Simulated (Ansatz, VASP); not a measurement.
## One calculation of MoS2, two programs

Contents of INCAR:

```
SYSTEM = MoS2
ALGO     = Normal         ! electronic algorithm
EDIFF    = 1E-6           ! SCF threshold, eV
ENCUT    = 520            ! plane-wave cutoff, eV
GGA      = PE             ! functional
ISIF     = 2              ! what is computed and relaxed
ISMEAR   = -1             ! smearing method
IVDW     = 12             ! dispersion correction
LASPH    = .TRUE.         ! aspherical terms in the spheres
LCHARG   = .FALSE.        ! write CHGCAR
LREAL    = .FALSE.        ! projectors in reciprocal space
LWAVE    = .FALSE.        ! write WAVECAR
NBANDS   = 35             ! bands
NELM     = 80             ! most SCF steps
PREC     = Accurate       ! precision mode
SIGMA    = 0.05           ! smearing width, eV
```

File KPOINTS:

```
k-points
0
G
  10 10 2
  0 0 0
```

Contents of POSCAR:

```
MoS2
1.0
    3.2264481230      0.0000000000      0.0000000000
   -1.6132240615      2.7941860385      0.0000000000
    0.0000000000      0.0000000000     21.9557060374
Mo S
2 4
Direct
    0.3333333333      0.6666666667      0.8511602300
    0.6666666667      0.3333333333      0.1488397700
    0.6666666667      0.3333333333      0.7796253900
    0.3333333333      0.6666666667      0.0772510000
    0.6666666667      0.3333333333      0.9227490000
    0.3333333333      0.6666666667      0.2203746100
```

Contents of input.yaml:

```yaml
crystal:
  lattice:
    - [3.226448123, 0.0, 0.0]
    - [-1.6132240615, 2.7941860385, 0.0]
    - [0.0, 0.0, 21.9557060374]
  atoms:
    - { symbol: Mo, position: [0.3333333333, 0.6666666667, 0.85116023] }
    - { symbol: Mo, position: [0.6666666667, 0.3333333333, 0.14883977] }
    - { symbol: S, position: [0.6666666667, 0.3333333333, 0.77962539] }
    - { symbol: S, position: [0.3333333333, 0.6666666667, 0.077251] }
    - { symbol: S, position: [0.6666666667, 0.3333333333, 0.922749] }
    - { symbol: S, position: [0.3333333333, 0.6666666667, 0.22037461] }
hamiltonian:
  xc: pbe
  pseudopotentials: { kind: paw }
  dispersion: d3bj
kpoints:
  mp_grid: { grid: [10, 10, 2] }
scf:
  occupations: { method: fermi_dirac, width: 0.05 }
output:
  forces: true
  stress: true
  eigenvalues: true
```

Alike in both runs: task single point; functional PBE; dispersion D3(BJ); k mesh 10 × 10 × 2; occupations fermi-dirac, width 0.05 eV; no spin polarisation.

|  | VASP | Ansatz |
| --- | --- | --- |
| version | VASP 6.6.1 | Ansatz 0.2.0 |
| potentials or method | VASP PAW PBE potentials, release 64 (Mo_sv, S) | Ansatz PAW |
| plane-wave cutoff (eV) | 520 | 420 |
| valence electrons in the cell | 52 | 52 |

VASP gave:

| Item | Value |
| --- | --- |
| gap on the k mesh at the Fermi level (eV) | 1.34 |
| least direct gap on the mesh (eV) | 1.79 |
| rms of the force components (eV/Å) | 0.224 |

Q: Estimate Ansatz's values.

A: gap on the k mesh at the Fermi level (eV): 1.33; least direct gap on the mesh (eV): 1.79; rms of the force components (eV/Å): 0.219.

Atom by atom the forces differ by 0.005 eV/Å (rms over components).
